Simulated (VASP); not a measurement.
Crystal: B.

```
B
1.0
     2.10059    0.00000    0.00000
    -1.05030    1.81917    0.00000
     0.00000    0.00000    3.43027
B
2
Direct
  0.33333 0.66667 0.25000
  0.66667 0.33333 0.75000
```

```yaml
Program: VASP 6.6.1
Task: relaxation of cell and atoms
Functional: RPBE
Potentials_or_basis: VASP PAW PBE potentials, release 64 (B)
Cutoff: 600 eV
k_mesh: 17 × 17 × 9
Occupations: fermi-dirac, width 0.1 eV
Spin: no spin polarisation
```

At the start: pressure -16.2 GPa; volume 6.55 Å³/atom.

Where does the relaxation end?

Over 31 steps the energy falls by 731.8 meV/atom and the volume is 7.99 Å³/atom (+21.9 %); space group P6_3/mmc (No. 194, to 0.05 Å).

Step by step:
| step | energy change (eV) | largest force (eV/Å) | pressure (GPa) | volume (Å³) |
| --- | --- | --- | --- | --- |
| 1 | 0.0000 | 0.0000 | -16.24 | 13.11 |
| 2 | -0.0897 | 0.0000 | 4.77 | 11.88 |
| 3 | -0.0897 | 0.0000 | 4.85 | 11.88 |
| 4 | -0.1462 | 0.0000 | 6.11 | 11.89 |
| 5 | -0.3596 | 0.0000 | 15.07 | 11.83 |
| 6 | -0.4757 | 0.0000 | 54.29 | 11.36 |
| 7 | -0.4251 | 0.0000 | 66.83 | 11.18 |
| 8 | -0.2142 | 0.0000 | 110.23 | 10.76 |
| 9 | -0.3902 | 0.0000 | 81.16 | 11.02 |
| 10 | -0.3263 | 0.0000 | 94.73 | 10.89 |
| 11 | -0.3524 | 0.0000 | 90.11 | 10.93 |
| 12 | -0.3550 | 0.0000 | 90.47 | 10.94 |
| 13 | -0.3621 | 0.0000 | 91.55 | 10.95 |
| 14 | -0.3732 | 0.0000 | 93.83 | 10.98 |
| 15 | -0.3812 | 0.0000 | 98.71 | 11.04 |
| 16 | -0.3974 | 0.0000 | 97.68 | 11.07 |
| 17 | -0.4450 | 0.0000 | 94.66 | 11.16 |
| 18 | -0.5363 | 0.0000 | 88.85 | 11.34 |
| 19 | -0.7027 | 0.0000 | 78.10 | 11.70 |
| 20 | -0.9755 | 0.0000 | 59.01 | 12.43 |
| 21 | -1.3126 | 0.0000 | 29.91 | 13.96 |
| 22 | -1.4087 | 0.0000 | -4.46 | 17.29 |
| 23 | -1.4438 | 0.0000 | 4.75 | 16.12 |
| 24 | -1.4438 | 0.0000 | 6.36 | 15.94 |
| 25 | -1.4531 | 0.0000 | 4.71 | 15.94 |
| 26 | -1.4636 | 0.0000 | 0.49 | 15.92 |
| 27 | -1.4636 | 0.0000 | 0.61 | 15.92 |
| 28 | -1.4636 | 0.0000 | 0.46 | 15.93 |
| 29 | -1.4637 | 0.0000 | 0.12 | 15.97 |
| 30 | -1.4637 | 0.0000 | 0.11 | 15.97 |
| 31 | -1.4637 | 0.0000 | 0.09 | 15.98 |

Final structure:
```xyz
2
Lattice="1.7233 0.0000 0.0000 -0.8616 1.4924 0.0000 0.0000 0.0000 6.2132" Properties=species:S:1:pos:R:3 pbc="T T T"
B     0.0000    0.9949    1.5533
B     0.8616    0.4975    4.6599
```

Caveat: the volume moved by over 15 % at a fixed basis, so the end points are rough; the PAW data sets were made with another functional, which shifts forces and pressure a little.
